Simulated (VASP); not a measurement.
## Cu: single point with PBE

Crystal: Cu.

```
Cu
1.0
    -0.75910    1.51820    1.51820
     1.51820   -0.75910    1.51820
     1.51820    1.51820   -0.75910
Cu
1
Direct
  0.00000 0.00000 0.00000
```

This cell differs from its parent crystal: ratio of the length along [111] to the lengths across it x 0.5, volume and fractional coordinates fixed.

| Property | Result |
| --- | --- |
| Program | VASP 6.6.1 |
| Task | single point |
| Functional | PBE |
| Potentials or basis | VASP PAW PBE potentials, release 64 (Cu) |
| Cutoff | 520 eV |
| k mesh | 24 × 24 × 24 |
| Occupations | gaussian, width 0.15 eV |
| Spin | no spin polarisation |

The pressure is 26.1 GPa.

Levels at points of the mesh, in eV from the Fermi level:
```tsv
k point	band 1	band 2	band 3	band 4	band 5	band 6	band 7	band 8	band 9	band 10
(0.00, 0.00, 0.00)	-9.12	-4.51	-4.51	-1.35	-1.35	-1.35	19.41	19.41	19.41	23.10
(0.50, 0.00, 0.00)	-4.88	-4.10	-2.34	-2.34	-1.86	-1.27	2.64	24.91	26.91	26.91
(0.50, 0.50, 0.00)	-5.04	-3.78	-2.14	-2.14	-0.67	4.59	4.59	10.53	10.77	31.69
(0.50, 0.50, 0.50)	-4.15	-4.15	-4.15	-0.62	-0.62	11.32	11.32	11.32	13.84	16.75
```

Wall time 17 s on 1 thread of Intel(R) Xeon(R) 6975P-C (Granite Rapids) (shared host), peak memory 0.16 GiB.
